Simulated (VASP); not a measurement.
A run of VASP 6.6.1 is set up as follows.

File INCAR:

```
PREC = Accurate ; ENCUT = 600
EDIFF = 1E-6 ; ISMEAR = 0
SIGMA = 0.1 ; LREAL = False
LASPH = True ; NELM = 80
ALGO = Normal ; ISIF = 3
LWAVE = False ; LCHARG = False
GGA = PE ; IBRION = 2
NSW = 90 ; EDIFFG = -0.04
```

The input KPOINTS:

```
Automatic mesh
0
Gamma
  6 6 6
```

File POSCAR:

```
HfSi2B2
1.0
   -1.8326717700      1.8326717700      4.6217082500
    1.8326717700     -1.8326717700      4.6217082500
    1.8326717700      1.8326717700     -4.6217082500
Hf Si B
1 2 2
Direct
    0.0000000000      0.0000000000      0.0000000000
    0.7500000000      0.2500000000      0.5000000000
    0.2500000000      0.7500000000      0.5000000000
    0.3779999900      0.3779999900      0.0000000000
    0.6220000100      0.6220000100      0.0000000000
```

Potentials or basis: VASP PAW PBE potentials, release 64 (Hf_pv, Si, B).

Command:

```sh
$ cat potpaw_PBE.64/Hf_pv/POTCAR potpaw_PBE.64/Si/POTCAR potpaw_PBE.64/B/POTCAR > POTCAR
$ mpirun -np 1 vasp_std > vasp.out
```

(1) Estimate the relaxed cell.

(2) Predict the space group after relaxing (to 0.1 Å).

(3) Estimate the relaxed volume.

(4) Predict the band gap on the k mesh.

Answers

(1) a = 5.240 Å, b = 5.240 Å, c = 5.240 Å, α = 141.15°, β = 141.15°, γ = 56.11°.

(2) I4/mmm (No. 139).

(3) 11.23 Å³/atom.

(4) zero (bands 12 and 13 overlap by 1.54 eV).

Caveat: spin-orbit coupling is left out, which moves the levels of the heavy elements.
